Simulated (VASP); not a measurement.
## W: electric field gradients with PBE

W:

```
W
1.0
     0.00000    2.05030    2.03000
     2.05030    0.00000    2.03000
     2.05030    2.05030    0.00000
W
1
Direct
  0.00000 0.00000 0.00000
```

This cell differs from its parent crystal: equal xx and yy strain of +1 %.

* Program: VASP 6.6.1
* Task: electric field gradients
* Functional: PBE
* Potentials or basis: VASP PAW PBE potentials, release 64 (W_sv)
* Cutoff: 520 eV
* k mesh: 14 × 14 × 14
* Occupations: fermi-dirac, width 0.05 eV
* Spin: no spin polarisation
* Dipole correction: no
* Further INCAR settings: ALGO = Normal; EDIFF = 1e-08; NBANDS = 13

| Item | Value |
| --- | --- |
| Pressure | -9.4 GPa |
| Band gap on the k mesh | zero (band 7 reaches 12.93 eV, above the bottom of band 8 at 9.50 eV) |

Stress tensor (GPa, compression positive):
```
 -8.29   0.00   0.00
  0.00  -8.29   0.00
  0.00   0.00 -11.49
```

Levels at points of the mesh, in eV from the Fermi level:
| k point | band 3 | band 4 | band 5 | band 6 | band 7 | band 8 | band 9 | band 10 | band 11 | band 12 |
| --- | --- | --- | --- | --- | --- | --- | --- | --- | --- | --- |
| (0.00, 0.00, 0.00) | -37.42 | -37.42 | -8.78 | -0.55 | -0.55 | -0.42 | 2.35 | 2.54 | 12.74 | 17.66 |
| (0.50, 0.00, 0.00) | -37.57 | -37.55 | -5.39 | -0.78 | -0.64 | 0.53 | 4.74 | 4.82 | 9.72 | 12.36 |
| (0.50, 0.50, 0.00) | -37.80 | -37.80 | -5.20 | -4.29 | 2.98 | 4.73 | 5.47 | 5.47 | 11.32 | 11.32 |
| (0.50, 0.00, 0.50) | -37.78 | -37.77 | -5.21 | -4.26 | 2.78 | 4.75 | 5.39 | 5.53 | 11.40 | 11.54 |

Electric field gradients, principal values (V/Å²):
```tsv
atom	least	middle	greatest (by size)
1 W	-2.541	-2.541	5.082
```

It took 16 s on 1 thread of Intel(R) Xeon(R) 6975P-C (Granite Rapids), on a shared host, peak memory 0.17 GiB.

Caveat: the cell differs from its parent crystal (equal xx and yy strain of +1 %); without QUAD_EFG the Cq values of the log hold for a quadrupole moment of 1 mb, not for the nuclei; spin-orbit coupling is left out, which moves the levels of the heavy elements.
